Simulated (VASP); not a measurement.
# Ba (P6/mmm) in VASP: a series of runs

Runs on Ba. Level: PBE. Tasks: relaxation of cell and atoms.

Everything below comes from runs of VASP 6.6.1. Logs are shortened: lines on timing, memory, paths and dates and some standing lists are left out, and cuts for length are marked.

**1. The cell of the first run**

It takes space group P6/mmm (No. 191, hexagonal). The conventional cell has a = 6.633 Å, b = 6.633 Å, c = 3.934 Å, α = 90.00°, β = 90.00°, γ = 120.00°. Within 5.2 Å of Ba (site symmetry 6/mmm) lie 14 Ba at 3.93 to 4.31 Å. Ba (site symmetry -6m2) has 11 Ba at 3.83 to 4.31 Å within 5.0 Å.

This isn't the form of Ba at room conditions, which is bcc.

**2. Relaxation of cell and atoms, PBE, target pressure 2.8 GPa, at which the enthalpy is minimised**

Contents of INCAR:

```
SYSTEM = Ba
PREC = Accurate
ENCUT = 600
EDIFF = 1E-6
ISMEAR = -1
SIGMA = 0.05
LREAL = .False.
LASPH = .True.
NELM = 80
ALGO = Normal
ISIF = 3
LWAVE = .False.
LCHARG = .False.
GGA = PE
IBRION = 2
NSW = 32
EDIFFG = -0.005
PSTRESS = 28.0
```

Contents of KPOINTS:

```
Automatic mesh
0
Gamma
  6 6 8
  0 0 0
```

Contents of POSCAR:

```
Ba
1.0
    6.6334857792      0.0000000000      0.0000000000
   -3.3167428896      5.7447672005      0.0000000000
    0.0000000000      0.0000000000      3.9338825067
Ba
3
Direct
    0.0000000000      0.0000000000      0.0000000000
    0.3333333333      0.6666666667      0.5000000000
    0.6666666667      0.3333333333      0.5000000000
```

Potentials or basis: VASP PAW PBE potentials, release 64 (Ba_sv).

Run with:

```
> cat potpaw_PBE.64/Ba_sv/POTCAR > POTCAR
> mpirun -np 1 vasp_std > vasp.out
```

OUTCAR:

```text
SYSTEM = Ba
   PREC = Accurate
   ENCUT = 600
   EDIFF = 1E-6
   ISMEAR = -1
   LREAL = .False.
   LASPH = .True.
   NELM = 80
   ISIF = 3
   GGA = PE
   IBRION = 2
   NSW = 32
   EDIFFG = -0.005
   PSTRESS = 28.0

 ion  position               nearest neighbor table
   1  0.000  0.000  0.000-   2 4.31   3 4.31   2 4.31   3 4.31   3 4.31   3 4.31   2 4.31   2 4.31
                             3 4.31   3 4.31   2 4.31   2 4.31
   2  0.333  0.667  0.500-   3 3.83   3 3.83   3 3.83   1 4.31   1 4.31   1 4.31   1 4.31   1 4.31
                             1 4.31
   3  0.667  0.333  0.500-   2 3.83   2 3.83   2 3.83   1 4.31   1 4.31   1 4.31   1 4.31   1 4.31
                             1 4.31

  LATTYP: Found a hexagonal cell.
 ALAT       =     6.6334857792
 C/A-ratio  =     0.5930339851

  Lattice vectors:

 A1 = (   6.6334857792,   0.0000000000,   0.0000000000)
 A2 = (  -3.3167428896,   5.7447672005,   0.0000000000)
 A3 = (   0.0000000000,   0.0000000000,   3.9338825067)

Analysis of symmetry for initial positions (statically):
=====================================================================
 Subroutine PRICEL returns:
 Original cell was already a primitive cell.

 Routine SETGRP: Setting up the symmetry group for a
 hexagonal supercell.

 Subroutine GETGRP returns: Found 24 space group operations
 (whereof 24 operations were pure point group operations)
 out of a pool of 24 trial point group operations.

The static configuration has the point symmetry D_6h.

Analysis of symmetry for dynamics (positions and initial velocities):
=====================================================================
 Subroutine PRICEL returns:
 Original cell was already a primitive cell.

 Routine SETGRP: Setting up the symmetry group for a
 hexagonal supercell.

 Subroutine GETGRP returns: Found 24 space group operations
 (whereof 24 operations were pure point group operations)
 out of a pool of 24 trial point group operations.

The dynamic configuration has the point symmetry D_6h.

 Subroutine INISYM returns: Found 24 space group operations
 (whereof 24 operations are pure point group operations),
 and found     1 'primitive' translations

----------------------------------------------------------------------------------------

                                     Primitive cell

  volume of cell :     149.9117

  direct lattice vectors                    reciprocal lattice vectors
     6.633485779  0.000000000  0.000000000     0.150750304  0.087035729  0.000000000
    -3.316742890  5.744767201  0.000000000     0.000000000  0.174071458  0.000000000
     0.000000000  0.000000000  3.933882507     0.000000000  0.000000000  0.254201796

  length of vectors
     6.633485779  6.633485779  3.933882507     0.174071458  0.174071458  0.254201796

  position of ions in fractional coordinates (direct lattice)
     0.000000000  0.000000000  0.000000000
     0.333333333  0.666666667  0.500000000
     0.666666667  0.333333333  0.500000000

  ion indices of the primitive-cell ions
   primitive index   ion index
                 1           1
                 2           2
                 3           3

----------------------------------------------------------------------------------------

 KPOINTS: Automatic mesh

Automatic generation of k-mesh.
 Grid dimensions read from file:
 generate k-points for:    6    6    8

 Generating k-lattice:

  Cartesian coordinates                     Fractional coordinates (reciprocal lattice)
     0.025125051  0.014505955  0.000000000     0.166666667  0.000000000  0.000000000
     0.000000000  0.029011910  0.000000000     0.000000000  0.166666667  0.000000000
     0.000000000  0.000000000  0.031775225     0.000000000  0.000000000  0.125000000

  Length of vectors
     0.029011910  0.029011910  0.031775225

  Shift w.r.t. Gamma in fractional coordinates (k-lattice)
     0.000000000  0.000000000  0.000000000

 Subroutine IBZKPT returns following result:
 ===========================================

 Found     35 irreducible k-points:

 Following reciprocal coordinates:
            Coordinates               Weight
  0.000000  0.000000  0.000000      1.000000
  0.166667  0.000000  0.000000      6.000000
  0.333333 -0.000000  0.000000      6.000000
  0.500000 -0.000000  0.000000      3.000000
  0.166667  0.166667  0.000000      6.000000
  0.333333  0.166667  0.000000     12.000000
[... 16 lines left out ...]
  0.166667  0.000000  0.375000     12.000000
  0.333333 -0.000000  0.375000     12.000000
 [... further k-points ...]
   k-points           NKPTS =     35   k-points in BZ     NKDIM =     35   number of bands    NBANDS=     19
   number of dos      NEDOS =    301   number of ions     NIONS =      3
   total plane-waves  NPLWV =  93312
   dimension x,y,z NGX =    54 NGY =   54 NGZ =   32
   dimension x,y,z NGXF=   108 NGYF=  108 NGZF=   64
   ions per type =               3
   NGX,Y,Z   is equivalent  to a cutoff of  13.53, 13.53, 13.52 a.u.
   NGXF,Y,Z  is equivalent  to a cutoff of  27.07, 27.07, 27.05 a.u.
 SYSTEM =  Ba
   PREC   = accura    normal or accurate (medium, high low for compatibility)
   ISTART =      0    job   : 0-new  1-cont  2-samecut
   ICHARG =      2    charge: 1-file 2-atom 10-const
   ISPIN  =      1    spin polarized calculation?
   LNONCOLLINEAR =      F non collinear calculations
   LSORBIT =      F    spin-orbit coupling
   LASPH  =      T    aspherical Exc in radial PAW
   ENCUT  =  600.0 eV  44.10 Ry    6.64 a.u.  13.25 13.25  7.86*2*pi/ulx,y,z
   NELM   =     80;   NELMIN=  2; NELMDL= -5     # of ELM steps
   EDIFF  = 0.1E-05   stopping-criterion for ELM
   LREAL  =      F    real-space projection
   EDIFFG = -.5E-02   stopping-criterion for IOM
   NSW    =     32    number of steps for IOM
   IBRION =      2    ionic relax: 0-MD 1-quasi-New 2-CG
   NFREE  =      1    steps in history (QN), initial steepest desc. (CG)
   ISIF   =      3    stress and relaxation
   ISYM   =      2    0-nonsym 1-usesym 2-fastsym
   POTIM  = 0.5000    time-step for ionic-motion
   TEBEG  =    0.0;   TEEND  =   0.0 temperature during run
   PSTRESS=   28.0 pullay stress
   NELECT =      30.0000    total number of electrons
   NUPDOWN=      -1.0000    fix difference up-down
   EMIN   =  10.00;   EMAX   =-10.00  energy-range for DOS
   EFERMI =   0.00;   METHOD = LEGACY
   ISMEAR =    -1;   SIGMA  =   0.05  broadening in eV -4-tet -1-fermi 0-gaus
   EFERMI_NEDOS =   21; number of points for ismear=-14 and -15
   IALGO  =     38    algorithm
   IMIX   =      4    mixing-type and parameters
     AMIX     =   0.40;   BMIX     =  1.00
     AMIX_MAG =   1.60;   BMIX_MAG =  1.00
  volume/ion in A,a.u.               =      49.97       337.22
  Fermi-wavevector in a.u.,A,eV,Ry     =   0.957569  1.809543 12.475702  0.916938
  Thomas-Fermi vector in A             =   2.086599
   LORBIT       =      0    0 simple, 1 ext, 2 COOP (PROOUT), +10 PAW based schemes
   GGA     = PE    functional components
   LHFCALC =     F    Hartree Fock is set to
   AEXX    =    0.0000 exact exchange contribution
   IVDW    =     0    specifies the selected vdW correction
   LEPSILON=     F    determine dielectric tensor
   LRPA    =     F    only Hartree local field effects (RPA)
 conjugate gradient relaxation of ions
 non-spin polarized calculation
  energy-cutoff  :      600.00
  volume of cell :      149.91
 maximum number of plane-waves:      5028
 NGX is ok and might be reduce to    54
   NGX = 27   NGY = 27   NGZ = 15

--------------------------------------- Ionic step        1  -------------------------------------------

 number of electron      30.0000001 magnetization

 Free energy of the ion-electron system (eV)
  ---------------------------------------------------
  ext. energy  EPLUGINS =         0.00000000
  ---------------------------------------------------
  free energy    TOTEN  =        -5.24865430 eV

  energy without entropy =       -5.20397053  energy(sigma->0) =       -5.22631242

------------------------ aborting loop because EDIFF is reached ----------------------------------------

  FORCE on cell =-STRESS in cart. coord.  units (eV):
  Direction    XX          YY          ZZ          XY          YZ          ZX
  --------------------------------------------------------------------------------------
  -------------------------------------------------------------------------------------
  Total        2.7969116      2.7969116      2.7906600      0.0000000     -0.0000000      0.0000000
  in kB       29.8919123     29.8919123     29.8250986      0.0000000     -0.0000000      0.0000000
  external PRESSURE =       1.8696411 kB  Pullay stress =      28.0000000 kB
[... 63 lines left out ...]
  enthalpy is  TOTEN    =        -2.6297074224 eV   P V=        2.6420627763

--------------------------------------- Ionic step        3  -------------------------------------------

 number of electron      30.0000002 magnetization

 Free energy of the ion-electron system (eV)
  ---------------------------------------------------
  ext. energy  EPLUGINS =         0.00000000
  ---------------------------------------------------
  free energy    TOTEN  =        -5.28116028 eV

  energy without entropy =       -5.23649587  energy(sigma->0) =       -5.25882807

 E-fermi :   2.4560     XC(G=0):  -8.1435

 val. band max:        2.4422621622   @ k =   0.3333  -0.0000   0.5000
 cond. band min:       2.4563033749   @ k =   0.1667   0.1667   0.5000
 fundamental gap:      0.0140412127
 Fermi energy:         2.4560437375

 k-point     1 :       0.0000    0.0000    0.0000
  band No.  band energies     occupation
      1     -26.1689      2.00000
      2     -26.0364      2.00000
      3     -25.9529      2.00000
      4     -11.6733      2.00000
      5     -11.6733      2.00000
      6     -11.3929      2.00000
[... 11 lines left out ...]
     18       3.2849      0.00000
     19       3.2849      0.00000
[... 489 lines left out ...]
      3     -25.9097      2.00000
      4     -11.6808      2.00000
      5     -11.6418      2.00000
      6     -11.6331      2.00000
[... 11 lines left out ...]
     18       3.4576      0.00000
     19       4.0001      0.00000

 [... further k-points ...]

------------------------ aborting loop because EDIFF is reached ----------------------------------------

  FORCE on cell =-STRESS in cart. coord.  units (eV):
  Direction    XX          YY          ZZ          XY          YZ          ZX
  --------------------------------------------------------------------------------------
  -------------------------------------------------------------------------------------
  Total        2.6536908      2.6536908      2.6426754      0.0000000      0.0000000      0.0000000
  in kB       28.0245197     28.0245197     27.9081910      0.0000000      0.0000000      0.0000000
  external PRESSURE =      -0.0142565 kB  Pullay stress =      28.0000000 kB
[... 18 lines left out ...]
  FREE ENERGIE OF THE ION-ELECTRON SYSTEM (eV)
  ---------------------------------------------------
  free  energy   TOTEN  =        -5.2811602784 eV

  energy  without entropy=       -5.2364958700  energy(sigma->0) =       -5.25882807

  enthalpy is  TOTEN    =        -2.6297912953 eV   P V=        2.6513689830

 reached required accuracy - stopping structural energy minimisation
```

Wall time 2.4 min (1 thread of AMD EPYC 9R45 (Zen 5), shared host); peak memory 0.33 GiB.

What came out:

- Free energy: -5.2812 eV
- Relaxed volume: 50.57 Å³/atom
- Relaxed cell: a = 6.660 Å, b = 6.660 Å, c = 3.949 Å, α = 90.00°, β = 90.00°, γ = 120.00°
- Space group after relaxing (to 0.1 Å): P6/mmm (No. 191)
- Energy change on relaxing (the run minimises the enthalpy): -10.8 meV/atom
- Ionic steps: 3
- Pressure after relaxing: 2.8 GPa
- Band gap on the k mesh: zero (bands 15 and 16 overlap by 1.00 eV)

Step by step:
```csv
step,energy change (eV),largest force (eV/Å),pressure (GPa),volume (Å³)
1,0.0000,0.0000,2.99,149.91
2,-0.0231,0.0000,2.85,151.18
3,-0.0325,0.0000,2.80,151.71
```

Final structure:
```
Ba
1.0
     6.66026    0.00000    0.00000
    -3.33013    5.76796    0.00000
     0.00000    0.00000    3.94920
Ba
3
Direct
  0.00000 0.00000 0.00000
  0.33333 0.66667 0.50000
  0.66667 0.33333 0.50000
```

Caveat: the cell is relaxed towards a set pressure, so the run minimises the enthalpy, not the energy; spin-orbit coupling is left out, which moves the levels of the heavy elements.

**3. Relaxation of cell and atoms, PBE, target pressure 2.8 GPa, at which the enthalpy is minimised**

This run uses another cell than the first one, of 49.58 Å³/atom.

Contents of INCAR:

```
SYSTEM = Ba
  PREC = Accurate
  ENCUT = 600
  EDIFF = 1E-6
  ISMEAR = -1
  SIGMA = 0.05
  LREAL = .False.
  LASPH = .True.
  NELM = 100
  ALGO = Normal
  ISIF = 3
  LWAVE = .False.
  LCHARG = .False.
  GGA = PE
  IBRION = 2
  NSW = 60
  EDIFFG = -0.005
  PSTRESS = 28.0
```

KPOINTS is that of step 2.

Contents of POSCAR:

```
Ba
1.0
    6.5188220630      0.0000000000      0.0000000000
   -3.2594110315      5.6454655093      0.0000000000
    0.0000000000      0.0000000000      4.0416696791
Ba
3
Direct
    0.0000000000      0.0000000000      0.0000000000
    0.3333333333      0.6666666667      0.5000000000
    0.6666666667      0.3333333333      0.5000000000
```

Potentials or basis: VASP PAW PBE potentials, release 64 (Ba_sv).

Run with:

```
> cat potpaw_PBE.64/Ba_sv/POTCAR > POTCAR
> mpirun -np 1 vasp_std > vasp.out
```

It took 8.2 min on 1 thread of Intel Xeon Platinum 8259CL at 2.50GHz (Skylake/Cascade Lake), shared host; peak memory 0.37 GiB.

Results (log left out):

```
Free energy                                                : -5.2808 eV
Relaxed volume                                             : 50.56 Å³/atom
Relaxed cell                                               : a = 6.661 Å, b = 6.661 Å, c = 3.948 Å, α = 90.00°, β = 90.00°, γ = 120.00°
Space group after relaxing (to 0.1 Å)                      : P6/mmm (No. 191)
Energy change on relaxing (the run minimises the enthalpy) : -24.8 meV/atom
Ionic steps                                                : 6
Pressure after relaxing                                    : 2.8 GPa
Band gap on the k mesh                                     : zero (bands 15 and 16 overlap by 1.00 eV)
```

The path:
| step | energy change (eV) | largest force (eV/Å) | pressure (GPa) | volume (Å³) |
| --- | --- | --- | --- | --- |
| 1 | 0.0000 | 0.0000 | 3.09 | 148.74 |
| 2 | -0.0501 | 0.0000 | 2.90 | 150.65 |
| 3 | -0.0902 | 0.0000 | 2.71 | 152.61 |
| 4 | -0.0888 | 0.0000 | 2.71 | 152.54 |
| 5 | -0.0769 | 0.0000 | 2.79 | 151.84 |
| 6 | -0.0744 | 0.0000 | 2.80 | 151.69 |

Final structure:
```cif
data_structure
_symmetry_space_group_name_H-M 'P 1'
_symmetry_Int_Tables_number 1
_cell_length_a 6.6606
_cell_length_b 6.6606
_cell_length_c 3.9482
_cell_angle_alpha 90.000
_cell_angle_beta 90.000
_cell_angle_gamma 120.000
_cell_volume 151.69
loop_
_atom_site_label
_atom_site_type_symbol
_atom_site_fract_x
_atom_site_fract_y
_atom_site_fract_z
_atom_site_occupancy
Ba1 Ba 0.00000 0.00000 0.00000 1
Ba2 Ba 0.33333 0.66667 0.50000 1
Ba3 Ba 0.66667 0.33333 0.50000 1
```

Levels at points of the mesh, in eV from the Fermi level:
```csv
k point,band 12,band 13,band 14,band 15,band 16,band 17,band 18,band 19
"(0.00, 0.00, 0.00)",-13.28,-2.80,-0.50,0.79,0.79,0.80,0.83,0.83
"(0.50, 0.00, 0.00)",-13.31,-1.31,-1.17,-1.02,0.68,0.71,0.84,1.08
"(0.00, 0.00, 0.50)",-13.47,-0.70,-0.70,-0.32,-0.21,-0.21,0.31,1.78
"(0.50, 0.00, 0.50)",-13.40,-0.82,-0.58,-0.37,0.06,0.73,0.75,1.37
```

Caveat: the cell is relaxed towards a set pressure, so the run minimises the enthalpy, not the energy; spin-orbit coupling is left out, which moves the levels of the heavy elements.
